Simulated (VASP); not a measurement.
# Pd (I4_1/amd) in VASP: relaxation of cell and atoms with PBE

Aim: the relaxation of cell and atoms of Pd with PBE.

Everything below comes from runs of VASP 6.6.1. Logs are shortened: lines on timing, memory, paths and dates and some standing lists are left out, and cuts for length are marked.

**1. The cell of the first run**

It takes space group I4_1/amd (No. 141, tetragonal). The conventional cell has a = 4.053 Å, b = 4.053 Å, c = 2.229 Å, α = 90.00°, β = 90.00°, γ = 90.00°. Within 2.8 Å of Pd (site symmetry -4m2) lie 10 Pd at 2.10 to 2.63 Å.

**2. Relaxation of cell and atoms, PBE, target pressure 350 GPa, at which the enthalpy is minimised**

INCAR reads:

```
SYSTEM = Pd
PREC = Accurate
ENCUT = 600
EDIFF = 1E-6
ISMEAR = -1
SIGMA = 0.05
LREAL = .False.
LASPH = .True.
NELM = 80
ALGO = Normal
ISIF = 3
LWAVE = .False.
LCHARG = .False.
GGA = PE
IBRION = 2
NSW = 60
EDIFFG = -0.005
PSTRESS = 3500.0
```

KPOINTS reads:

```
Automatic mesh
0
Gamma
  19 19 19
  0 0 0
```

POSCAR reads:

```
Pd
1.0
   -2.0264431251      2.0264431251      1.1145437188
    2.0264431251     -2.0264431251      1.1145437188
    2.0264431251      2.0264431251     -1.1145437188
Pd
2
Direct
   -0.3750000000     -0.1250000000     -0.2500000000
    0.3750000000      0.1250000000      0.2500000000
```

Potentials or basis: VASP PAW PBE potentials, release 64 (Pd).

Started as:

```sh
> cat potpaw_PBE.64/Pd/POTCAR > POTCAR
> mpirun -np 1 vasp_std > vasp.out
```

OUTCAR:

```text
SYSTEM = Pd
   PREC = Accurate
   ENCUT = 600
   EDIFF = 1E-6
   ISMEAR = -1
   LREAL = .False.
   LASPH = .True.
   NELM = 80
   ISIF = 3
   GGA = PE
   IBRION = 2
   NSW = 60
   EDIFFG = -0.005
   PSTRESS = 3500.0

 ion  position               nearest neighbor table
   1  0.625  0.875  0.750-   2 2.10   2 2.10   2 2.10   2 2.10   2 2.63   2 2.63   2 2.63   2 2.63

   2  0.375  0.125  0.250-   1 2.10   1 2.10   1 2.10   1 2.10   1 2.63   1 2.63   1 2.63   1 2.63

  LATTYP: Found a body centered tetragonal cell.
 ALAT       =     4.0528862502
 C/A-ratio  =     0.5500000000

  Lattice vectors:

 A1 = (  -2.0264431251,   2.0264431251,   1.1145437188)
 A2 = (   2.0264431251,  -2.0264431251,   1.1145437188)
 A3 = (   2.0264431251,   2.0264431251,  -1.1145437188)

Analysis of symmetry for initial positions (statically):
=====================================================================
 Subroutine PRICEL returns:
 Original cell was already a primitive cell.

 Routine SETGRP: Setting up the symmetry group for a
 body centered tetragonal supercell.

 Subroutine GETGRP returns: Found 16 space group operations
 (whereof  4 operations were pure point group operations)
 out of a pool of 16 trial point group operations.

The static configuration has the point symmetry C_2h.
 The point group associated with its full space group is D_4h.

Analysis of symmetry for dynamics (positions and initial velocities):
=====================================================================
 Subroutine PRICEL returns:
 Original cell was already a primitive cell.

 Routine SETGRP: Setting up the symmetry group for a
 body centered tetragonal supercell.

 Subroutine GETGRP returns: Found 16 space group operations
 (whereof  4 operations were pure point group operations)
 out of a pool of 16 trial point group operations.

The dynamic configuration has the point symmetry C_2h.
 The point group associated with its full space group is D_4h.

 Subroutine INISYM returns: Found 16 space group operations
 (whereof  4 operations are pure point group operations),
 and found     1 'primitive' translations

----------------------------------------------------------------------------------------

                                     Primitive cell

  volume of cell :      18.3074

  direct lattice vectors                    reciprocal lattice vectors
    -2.026443125  2.026443125  1.114543719     0.000000000  0.246737742  0.448614075
[... 115 lines left out ...]
   LEPSILON=     F    determine dielectric tensor
   LRPA    =     F    only Hartree local field effects (RPA)
 conjugate gradient relaxation of ions
 non-spin polarized calculation
  energy-cutoff  :      600.00
  volume of cell :       18.31
 maximum number of plane-waves:       628
 NGX is ok and might be reduce to    28
   NGX = 13   NGY = 13   NGZ = 13

--------------------------------------- Ionic step        1  -------------------------------------------

 number of electron      19.9999999 magnetization

 Free energy of the ion-electron system (eV)
  ---------------------------------------------------
  ext. energy  EPLUGINS =         0.00000000
  ---------------------------------------------------
  free energy    TOTEN  =         0.90965480 eV

  energy without entropy =        0.91786854  energy(sigma->0) =        0.91376167

------------------------ aborting loop because EDIFF is reached ----------------------------------------

  FORCE on cell =-STRESS in cart. coord.  units (eV):
  Direction    XX          YY          ZZ          XY          YZ          ZX
  --------------------------------------------------------------------------------------
  -------------------------------------------------------------------------------------
  Total       47.5641456     47.5641456     43.1974703      0.0000000      0.0000000      0.0000000
  in kB     4162.5967821   4162.5967821   3780.4453058      0.0000000      0.0000000      0.0000000
  external PRESSURE =     535.2129566 kB  Pullay stress =    3500.0000000 kB
[... 97 lines left out ...]
  energy  without entropy=       -1.1293523451  energy(sigma->0) =       -1.13386604

  enthalpy is  TOTEN    =        40.7871735720 eV   P V=       41.9255533099

[... ionic steps 4 to 13 ...]

--------------------------------------- Ionic step       14  -------------------------------------------

 number of electron      20.0000001 magnetization

------------------------ aborting loop because EDIFF is reached ----------------------------------------
[... 71 lines left out ...]
--------------------------------------- Ionic step       16  -------------------------------------------

 number of electron      20.0000001 magnetization

 Free energy of the ion-electron system (eV)
  ---------------------------------------------------
  ext. energy  EPLUGINS =         0.00000000
  ---------------------------------------------------
  free energy    TOTEN  =        -0.64096880 eV

  energy without entropy =       -0.63203258  energy(sigma->0) =       -0.63650069

 E-fermi :  19.8724     XC(G=0): -16.0418

 val. band max:       19.8686994718   @ k =   0.3158   0.3158   0.1053
 cond. band min:      19.8729841096   @ k =   0.3158   0.2632   0.2105
 fundamental gap:      0.0042846378
 Fermi energy:        19.8724222932

 k-point     1 :       0.0000    0.0000    0.0000
  band No.  band energies     occupation
      1       8.1018      2.00000
      2       8.5998      2.00000
      3       9.9572      2.00000
      4      11.1537      2.00000
      5      11.6524      2.00000
      6      17.0602      2.00000
      7      17.0602      2.00000
      8      17.1346      2.00000
      9      17.1346      2.00000
     10      20.2494      0.00106
     11      22.1480      0.00000
     12      27.6195      0.00000
     13      27.6195      0.00000
     14      38.9978      0.00000
[... 377 lines left out ...]
      1       9.4788      2.00000
      2      10.5066      2.00000
      3      10.6510      2.00000
      4      12.6848      2.00000
      5      13.1757      2.00000
      6      13.7684      2.00000
      7      15.4412      2.00000
      8      16.6775      2.00000
      9      17.0191      2.00000
     10      19.3122      1.99997
     11      20.9730      0.00000
     12      29.7945      0.00000
     13      31.7702      0.00000
     14      38.0869      0.00000

 [... further k-points ...]

------------------------ aborting loop because EDIFF is reached ----------------------------------------

  FORCE on cell =-STRESS in cart. coord.  units (eV):
  Direction    XX          YY          ZZ          XY          YZ          ZX
  --------------------------------------------------------------------------------------
  -------------------------------------------------------------------------------------
  Total       41.4074840     41.4074840     41.4061513      0.0000000     -0.0000000      0.0000000
  in kB     3499.8981681   3499.8981681   3499.7855228      0.0000000     -0.0000000      0.0000000
  external PRESSURE =      -0.1393803 kB  Pullay stress =    3500.0000000 kB
[... 21 lines left out ...]
  energy  without entropy=       -0.6320325843  energy(sigma->0) =       -0.63650069

  enthalpy is  TOTEN    =        40.7677199441 eV   P V=       41.4086887460

 reached required accuracy - stopping structural energy minimisation
```

Wall time 25 min (1 thread of Intel Xeon 8259CL, shared host); peak memory 0.32 GiB.

Results:

```
Free energy                                                : -0.6410 eV
Relaxed volume                                             : 9.48 Å³/atom
Relaxed cell                                               : a = 3.124 Å, b = 3.124 Å, c = 3.124 Å, α = 97.28°, β = 97.28°, γ = 138.29°
Space group after relaxing (to 0.1 Å)                      : I4_1/amd (No. 141)
Energy change on relaxing (the run minimises the enthalpy) : -775.3 meV/atom
Ionic steps                                                : 16
Pressure after relaxing                                    : 350.0 GPa
Band gap on the k mesh                                     : zero (bands 10 and 11 overlap by 3.13 eV)
```

The path:
| step | energy change (eV) | largest force (eV/Å) | pressure (GPa) | volume (Å³) |
| --- | --- | --- | --- | --- |
| 1 | 0.0000 | 0.0000 | 403.52 | 18.31 |
| 2 | -9.7811 | 0.0000 | 49.52 | 27.58 |
| 3 | -2.0480 | 0.0000 | 332.37 | 19.19 |
| 4 | -1.6475 | 0.0000 | 346.25 | 19.00 |
| 5 | -1.6167 | 0.0000 | 347.34 | 18.99 |
| 6 | -1.0568 | 0.0000 | 365.60 | 18.78 |
| 7 | -1.5296 | 0.0000 | 350.74 | 18.95 |
| 8 | -1.5269 | 0.0000 | 350.82 | 18.94 |
| 9 | -1.5248 | 0.0000 | 350.89 | 18.94 |
| 10 | -1.7298 | 0.0000 | 343.74 | 19.04 |
| 11 | -1.5479 | 0.0000 | 350.07 | 18.95 |
| 12 | -1.5484 | 0.0000 | 350.08 | 18.95 |
| 13 | -1.6394 | 0.0000 | 346.88 | 19.00 |
| 14 | -1.5489 | 0.0000 | 350.05 | 18.95 |
| 15 | -1.5541 | 0.0000 | 349.87 | 18.96 |
| 16 | -1.5506 | 0.0000 | 349.99 | 18.96 |

Final structure:
```
CELL_PARAMETERS angstrom
-2.06427 2.06427 1.11209
2.06427 -2.06427 1.11209
2.06427 2.06427 -1.11209
ATOMIC_POSITIONS crystal
Pd 0.62500 0.87500 0.75000
Pd 0.37500 0.12500 0.25000
```

Caveat: the cell is relaxed towards a set pressure, so the run minimises the enthalpy, not the energy.
